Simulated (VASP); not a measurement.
Runs of VASP 6.6.1 on MgO. The structure is that of space group Fm-3m (No. 225), or close to it. The cells are those of the table. 

| task | cell | k mesh | cutoff (eV) | smearing | gap on the mesh (eV) | pressure (GPa) |
| --- | --- | --- | --- | --- | --- | --- |
| relaxation of cell and atoms | relaxed from a = 2.982 Å, angles 60.0, 60.0, 90.0°, 2 atoms | 14 × 14 × 14 | 600 | fermi-dirac 0.08 eV | 4.67 | 0.0 |
| single point | a = 3.040, b = 3.040, c = 2.992 Å, angles 59.5, 59.5, 90.0°, 2 atoms | 10 × 10 × 10 | 520 | gaussian 0.01 eV | 4.33 | (b) |
| single point | a = 3.040, b = 3.040, c = 2.993 Å, angles 59.5, 59.5, 90.0°, 2 atoms | 10 × 10 × 10 | 520 | gaussian 0.01 eV | 4.33 | (a) |
| single point | a = 3.010, b = 3.010, c = 2.986 Å, angles 59.7, 59.7, 90.0°, 2 atoms | 10 × 10 × 10 | 520 | gaussian 0.01 eV | 4.47 | -2.6 |

Alike in all rows: level PBEsol; potentials or basis VASP PAW PBE potentials, release 64 (Mg, O); no spin polarisation.

Problem. Fill in the values left out.

Solution. (a) -4.4; (b) -4.3.

Caveats: the PAW data sets were made with another functional, which shifts forces and pressure a little; the cell stands under tension (at least some runs).

A k mesh can miss the band edges.
